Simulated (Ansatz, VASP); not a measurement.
## B: VASP beside Ansatz

```
B
1.0
     2.46068    1.42068    4.20181
    -2.46068    1.42068    4.20181
     0.00000   -2.84135    4.20181
B
12
Direct
  0.01020 0.65400 0.01020
  0.01020 0.01020 0.65400
  0.65400 0.01020 0.01020
  0.98980 0.34600 0.98980
  0.34600 0.98980 0.98980
  0.98980 0.98980 0.34600
  0.22090 0.63080 0.22090
  0.22090 0.22090 0.63080
  0.63080 0.22090 0.22090
  0.77910 0.36920 0.77910
  0.36920 0.77910 0.77910
  0.77910 0.77910 0.36920
```

Alike in both runs: functional revPBE; k mesh 4 × 4 × 4; occupations fermi-dirac, width 0.05 eV; no spin polarisation.

Ansatz relaxed the structure, and its values are those at the end. VASP's run is a single point on that final structure, the one shown.

```csv
,VASP,Ansatz
version,VASP 6.6.1,Ansatz 0.2.0
potentials or method,"VASP PAW PBE potentials, release 64 (B), cutoff 520 eV","plane waves (420 eV) with PAW, scalar-relativistic"
valence electrons in the cell,36,36
```

```csv
,VASP,Ansatz,Ansatz less VASP
pressure (GPa),0.0,0.0,+0.02
rms of the force components (eV/Å),0.008,0.001,-0.0068
```

VASP's potentials were made for PBE, not for revPBE. The functional is the same, so the differences come from potentials, cutoffs and numerics.
